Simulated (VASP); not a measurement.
# Er (Im-3m) in VASP: single point with PBE

Aim: the single point of Er with PBE.

Everything below comes from runs of VASP 6.6.1. Logs are shortened: lines on timing, memory, paths and dates and some standing lists are left out, and cuts for length are marked.

## (1) The cell of the first run

It takes space group Im-3m (No. 229, cubic). The conventional cell has a = 3.944 Å, b = 3.944 Å, c = 3.944 Å, α = 90.00°, β = 90.00°, γ = 90.00°. Er (site symmetry m-3m) has 14 Er at 3.42 to 3.94 Å within 4.5 Å.

## (2) Single point, PBE, collinear spin, ferromagnetic start

The input, INCAR:

```
SYSTEM = Er
PREC = Accurate
ENCUT = 520
EDIFF = 1E-6
ISMEAR = 0
SIGMA = 0.05
LREAL = .False.
LASPH = .True.
NELM = 150
ALGO = Normal
ISIF = 2
LWAVE = .False.
LCHARG = .False.
ISPIN = 2
MAGMOM = 3
LORBIT = 11
LMAXMIX = 6
GGA = PE
NBANDS = 21
```

The input, KPOINTS:

```
Automatic mesh
0
Gamma
  8 8 8
  0 0 0
```

The input, POSCAR:

```
Er
1.0
   -1.9719543936      1.9719543936      1.9719543936
    1.9719543936     -1.9719543936      1.9719543936
    1.9719543936      1.9719543936     -1.9719543936
Er
1
Direct
    0.0000000000      0.0000000000      0.0000000000
```

Potentials or basis: VASP PAW PBE potentials, release 64 (Er).

Started as:

```bash
> cat potpaw_PBE.64/Er/POTCAR > POTCAR
> mpirun -np 1 vasp_std > vasp.out
```

OUTCAR:

```text
SYSTEM = Er
   PREC = Accurate
   ENCUT = 520
   EDIFF = 1E-6
   ISMEAR = 0
   LREAL = .False.
   LASPH = .True.
   NELM = 150
   ISIF = 2
   ISPIN = 2
   LORBIT = 11
   GGA = PE

 ion  position               nearest neighbor table
   1  0.000  0.000  0.000-

  LATTYP: Found a body centered cubic cell.
 ALAT       =     3.9439087872

  Lattice vectors:

 A1 = (  -1.9719543936,   1.9719543936,   1.9719543936)
 A2 = (   1.9719543936,  -1.9719543936,   1.9719543936)
 A3 = (   1.9719543936,   1.9719543936,  -1.9719543936)

Analysis of symmetry for initial positions (statically):
=====================================================================
 Subroutine PRICEL returns:
 Original cell was already a primitive cell.

 Routine SETGRP: Setting up the symmetry group for a
 body centered cubic supercell.

 Subroutine GETGRP returns: Found 48 space group operations
 (whereof 48 operations were pure point group operations)
 out of a pool of 48 trial point group operations.

The static configuration has the point symmetry O_h .

Analysis of symmetry for dynamics (positions and initial velocities):
=====================================================================
 Subroutine PRICEL returns:
 Original cell was already a primitive cell.

 Routine SETGRP: Setting up the symmetry group for a
 body centered cubic supercell.

 Subroutine GETGRP returns: Found 48 space group operations
 (whereof 48 operations were pure point group operations)
 out of a pool of 48 trial point group operations.

The dynamic configuration has the point symmetry O_h .

Analysis of structural, dynamic, and magnetic symmetry:
=====================================================================
 Subroutine PRICEL returns:
 Original cell was already a primitive cell.

 Routine SETGRP: Setting up the symmetry group for a
 body centered cubic supercell.

 Subroutine GETGRP returns: Found 48 space group operations
 (whereof 48 operations were pure point group operations)
 out of a pool of 48 trial point group operations.

The overall configuration has the point symmetry O_h .

 Subroutine INISYM returns: Found 48 space group operations
 (whereof 48 operations are pure point group operations),
 and found     1 'primitive' translations

----------------------------------------------------------------------------------------

                                     Primitive cell

  volume of cell :      30.6726

  direct lattice vectors                    reciprocal lattice vectors
    -1.971954394  1.971954394  1.971954394     0.000000000  0.253555560  0.253555560
     1.971954394 -1.971954394  1.971954394     0.253555560  0.000000000  0.253555560
     1.971954394  1.971954394 -1.971954394     0.253555560  0.253555560  0.000000000

  length of vectors
     3.415525200  3.415525200  3.415525200     0.358581711  0.358581711  0.358581711

  position of ions in fractional coordinates (direct lattice)
     0.000000000  0.000000000  0.000000000

  ion indices of the primitive-cell ions
   primitive index   ion index
                 1           1

----------------------------------------------------------------------------------------

 KPOINTS: Automatic mesh

Automatic generation of k-mesh.
 Grid dimensions read from file:
 generate k-points for:    8    8    8

 Generating k-lattice:

  Cartesian coordinates                     Fractional coordinates (reciprocal lattice)
     0.000000000  0.031694445  0.031694445     0.125000000  0.000000000  0.000000000
     0.031694445  0.000000000  0.031694445     0.000000000  0.125000000  0.000000000
     0.031694445  0.031694445  0.000000000     0.000000000  0.000000000  0.125000000

  Length of vectors
     0.044822714  0.044822714  0.044822714

  Shift w.r.t. Gamma in fractional coordinates (k-lattice)
     0.000000000  0.000000000  0.000000000

 Subroutine IBZKPT returns following result:
 ===========================================

 Found     29 irreducible k-points:

 Following reciprocal coordinates:
            Coordinates               Weight
  0.000000  0.000000  0.000000      1.000000
  0.125000  0.000000  0.000000     12.000000
  0.250000  0.000000  0.000000     12.000000
  0.375000  0.000000  0.000000     12.000000
  0.500000  0.000000  0.000000      6.000000
  0.125000  0.125000  0.000000     24.000000
[... 16 lines left out ...]
 -0.250000  0.250000  0.250000      6.000000
 -0.375000  0.375000  0.250000     24.000000
 [... further k-points ...]
   k-points           NKPTS =     29   k-points in BZ     NKDIM =     29   number of bands    NBANDS=     21
   number of dos      NEDOS =    301   number of ions     NIONS =      1
   total plane-waves  NPLWV =  21952
   dimension x,y,z NGX =    28 NGY =   28 NGZ =   28
   dimension x,y,z NGXF=    56 NGYF=   56 NGZF=   56
   ions per type =               1
   NGX,Y,Z   is equivalent  to a cutoff of  13.63, 13.63, 13.63 a.u.
   NGXF,Y,Z  is equivalent  to a cutoff of  27.26, 27.26, 27.26 a.u.
 SYSTEM =  Er
   PREC   = accura    normal or accurate (medium, high low for compatibility)
   ISTART =      0    job   : 0-new  1-cont  2-samecut
   ICHARG =      2    charge: 1-file 2-atom 10-const
   ISPIN  =      2    spin polarized calculation?
   LNONCOLLINEAR =      F non collinear calculations
   LSORBIT =      F    spin-orbit coupling
   LASPH  =      T    aspherical Exc in radial PAW
   ENCUT  =  520.0 eV  38.22 Ry    6.18 a.u.   6.35  6.35  6.35*2*pi/ulx,y,z
   NELM   =    150;   NELMIN=  2; NELMDL= -5     # of ELM steps
   EDIFF  = 0.1E-05   stopping-criterion for ELM
   LREAL  =      F    real-space projection
   EDIFFG = 0.1E-04   stopping-criterion for IOM
   NSW    =      0    number of steps for IOM
   IBRION =     -1    ionic relax: 0-MD 1-quasi-New 2-CG
   NFREE  =      0    steps in history (QN), initial steepest desc. (CG)
   ISIF   =      2    stress and relaxation
   ISYM   =      2    0-nonsym 1-usesym 2-fastsym
   POTIM  = 0.5000    time-step for ionic-motion
   TEBEG  =    0.0;   TEEND  =   0.0 temperature during run
   PSTRESS=    0.0 pullay stress
   NELECT =      22.0000    total number of electrons
   NUPDOWN=      -1.0000    fix difference up-down
   EMIN   =  10.00;   EMAX   =-10.00  energy-range for DOS
   EFERMI =   0.00;   METHOD = LEGACY
   ISMEAR =     0;   SIGMA  =   0.05  broadening in eV -4-tet -1-fermi 0-gaus
   EFERMI_NEDOS =   21; number of points for ismear=-14 and -15
   IALGO  =     38    algorithm
   IMIX   =      4    mixing-type and parameters
     AMIX     =   0.40;   BMIX     =  1.00
     AMIX_MAG =   1.60;   BMIX_MAG =  1.00
  volume/ion in A,a.u.               =      30.67       206.99
  Fermi-wavevector in a.u.,A,eV,Ry     =   1.465432  2.769264 29.218369  2.147490
  Thomas-Fermi vector in A             =   2.581289
   LORBIT       =     11    0 simple, 1 ext, 2 COOP (PROOUT), +10 PAW based schemes
   GGA     = PE    functional components
   LHFCALC =     F    Hartree Fock is set to
   AEXX    =    0.0000 exact exchange contribution
   IVDW    =     0    specifies the selected vdW correction
   LEPSILON=     F    determine dielectric tensor
   LRPA    =     F    only Hartree local field effects (RPA)
 spin polarized calculation
 Gauss-broadening in eV      SIGMA  =   0.05
  energy-cutoff  :      520.00
  volume of cell :       30.67
 maximum number of plane-waves:       856
 NGX is ok and might be reduce to    28
   NGX = 13   NGY = 13   NGZ = 13

 number of electron      22.0000009 magnetization       2.2432253

 Free energy of the ion-electron system (eV)
  ---------------------------------------------------
  ext. energy  EPLUGINS =         0.00000000
  ---------------------------------------------------
  free energy    TOTEN  =        -5.11696069 eV

  energy without entropy =       -5.10808559  energy(sigma->0) =       -5.11252314

 E-fermi :   2.6411     XC(G=0): -10.1928

 val. band max:        2.6379601744   @ k =   0.1250   0.0000   0.0000
 cond. band min:       2.6452001751   @ k =   0.1250   0.1250   0.0000
 fundamental gap:      0.0072400007
 Fermi energy:         2.6411105921

 spin component 1

 k-point     1 :       0.0000    0.0000    0.0000
  band No.  band energies     occupation
      1     -46.9342      1.00000
      2     -20.7022      1.00000
      3     -20.7022      1.00000
      4     -20.7022      1.00000
      5      -2.6861      1.00000
      6      -0.2398      1.00000
[... 13 lines left out ...]
     20      14.0599      0.00000
     21      21.7831      0.00000

 k-point     2 :       0.1250    0.0000    0.0000
  band No.  band energies     occupation
      1     -46.9269      1.00000
      2     -20.8029      1.00000
      3     -20.7335      1.00000
      4     -20.7028      1.00000
      5      -2.2320      1.00000
      6      -0.2339      1.00000
[... 13 lines left out ...]
     20      15.3037      0.00000
     21      18.9943      0.00000

 k-point     3 :       0.2500    0.0000    0.0000
  band No.  band energies     occupation
      1     -46.9093      1.00000
      2     -21.0367      1.00000
      3     -20.8078      1.00000
      4     -20.7041      1.00000
      5      -1.0557      1.00000
      6      -0.2190      1.00000
[... 13 lines left out ...]
     20      17.0897      0.00000
     21      18.2411      0.00000
[... 457 lines left out ...]
 k-point    23 :      -0.2500    0.2500    0.2500
  band No.  band energies     occupation
      1     -46.8874      1.00000
      2     -21.0491      1.00000
      3     -20.9221      1.00000
      4     -20.9221      1.00000
      5      -0.2168      1.00000
      6      -0.1520      1.00000
[... 13 lines left out ...]
     20      16.9955      0.00000
     21      18.1196      0.00000

 k-point    24 :      -0.3750    0.3750    0.2500
  band No.  band energies     occupation
      1     -46.8718      1.00000
      2     -21.1835      1.00000
      3     -21.0011      1.00000
      4     -20.9415      1.00000
      5      -0.1884      1.00000
      6      -0.1256      1.00000
[... 13 lines left out ...]
     20      15.5893      0.00000
     21      18.6012      0.00000

 [... further k-points ...]

 spin component 2

 k-point     1 :       0.0000    0.0000    0.0000
  band No.  band energies     occupation
      1     -45.8812      1.00000
      2     -19.9657      1.00000
      3     -19.9657      1.00000
      4     -19.9657      1.00000
      5      -2.8005      1.00000
      6       1.6536      1.00000
[... 13 lines left out ...]
     20      14.0192      0.00000
     21      21.7120      0.00000

 k-point     2 :       0.1250    0.0000    0.0000
  band No.  band energies     occupation
      1     -45.8732      1.00000
      2     -20.0766      1.00000
      3     -19.9995      1.00000
      4     -19.9666      1.00000
      5      -2.3381      1.00000
      6       1.6236      1.00000
[... 13 lines left out ...]
     20      15.3148      0.00000
     21      18.9195      0.00000

 k-point     3 :       0.2500    0.0000    0.0000
  band No.  band energies     occupation
      1     -45.8536      1.00000
      2     -20.3331      1.00000
      3     -20.0798      1.00000
      4     -19.9685      1.00000
      5      -1.1444      1.00000
      6       1.5672      1.00000
[... 13 lines left out ...]
     20      17.0625      0.00000
     21      18.1019      0.00000
[... 457 lines left out ...]
 k-point    23 :      -0.2500    0.2500    0.2500
  band No.  band energies     occupation
      1     -45.8295      1.00000
      2     -20.3478      1.00000
      3     -20.2038      1.00000
      4     -20.2038      1.00000
      5       0.2497      1.00000
      6       1.5001      1.00000
[... 13 lines left out ...]
     20      17.2137      0.00000
     21      18.2579      0.00000

 k-point    24 :      -0.3750    0.3750    0.2500
  band No.  band energies     occupation
      1     -45.8124      1.00000
      2     -20.4914      1.00000
      3     -20.2892      1.00000
      4     -20.2260      1.00000
      5       1.2726      1.00000
      6       1.4672      1.00000
[... 13 lines left out ...]
     20      15.6510      0.00000
     21      18.7039      0.00000

 [... further k-points ...]

------------------------ aborting loop because EDIFF is reached ----------------------------------------

  FORCE on cell =-STRESS in cart. coord.  units (eV):
  Direction    XX          YY          ZZ          XY          YZ          ZX
  --------------------------------------------------------------------------------------
  -------------------------------------------------------------------------------------
  Total        0.5675439      0.5675439      0.5675439     -0.0000000      0.0000000     -0.0000000
  in kB       29.6455476     29.6455476     29.6455476     -0.0000000      0.0000000     -0.0000000
  external PRESSURE =      29.6455476 kB  Pullay stress =       0.0000000 kB

 VOLUME and BASIS-vectors are now :
 -----------------------------------------------------------------------------
  energy-cutoff  :      520.00
  volume of cell :       30.67
      direct lattice vectors                 reciprocal lattice vectors
    -1.971954394  1.971954394  1.971954394     0.000000000  0.253555560  0.253555560
     1.971954394 -1.971954394  1.971954394     0.253555560  0.000000000  0.253555560
     1.971954394  1.971954394 -1.971954394     0.253555560  0.253555560  0.000000000

 POSITION                                       TOTAL-FORCE (eV/Angst)
 -----------------------------------------------------------------------------------
      0.00000      0.00000      0.00000         0.000000      0.000000      0.000000
 -----------------------------------------------------------------------------------
    total drift:                                0.000000      0.000000      0.000000

  FREE ENERGIE OF THE ION-ELECTRON SYSTEM (eV)
  ---------------------------------------------------
  free  energy   TOTEN  =        -5.1169606930 eV

  energy  without entropy=       -5.1080855915  energy(sigma->0) =       -5.11252314

 total charge

# of ion       s       p       d       f       tot
--------------------------------------------------
    1        2.140   5.757   0.392  11.361  19.650

 magnetization (x)

# of ion       s       p       d       f       tot
--------------------------------------------------
    1        0.003  -0.032  -0.032   2.430   2.369
```

Wall time 2.2 min (1 thread of AMD EPYC 7R43 (Zen 3), shared host); peak memory 0.16 GiB.

What came out:

| Property | Result |
| --- | --- |
| Free energy | -5.1170 eV |
| Pressure | 3.0 GPa |
| Net moment | 2.24 μB per cell |
| Site moments | Er +2.37 μB |
| Valence electrons inside the program's atomic spheres | Er 19.65 |

Levels at points of the mesh, in eV from the Fermi level:
Spin up:
```csv
k point,band 8,band 9,band 10,band 11,band 12,band 13,band 14,band 15,band 16,band 17
"(0.00, 0.00, 0.00)",-2.88,-1.99,-1.92,-1.92,-1.92,2.46,2.46,2.46,4.76,4.76
"(0.50, 0.00, 0.00)",-2.12,-2.04,-2.01,-1.97,-1.92,0.67,1.19,4.60,5.58,7.66
"(0.50, 0.50, 0.50)",-2.19,-2.01,-2.01,-2.01,-1.24,-1.24,6.33,6.33,6.33,6.93
```
Spin down:
```tsv
k point	band 8	band 9	band 10	band 11	band 12	band 13
(0.00, 0.00, 0.00)	-0.63	-0.63	-0.01	-0.01	-0.01	2.62
(0.50, 0.00, 0.00)	-0.72	-0.65	0.08	0.08	0.18	0.74
(0.50, 0.50, 0.50)	-0.76	-0.76	-0.76	0.24	0.24	0.24
```

Caveat: the magnetic or orbital state may not be the lowest; spin-orbit coupling is left out, which moves the levels of the heavy elements.
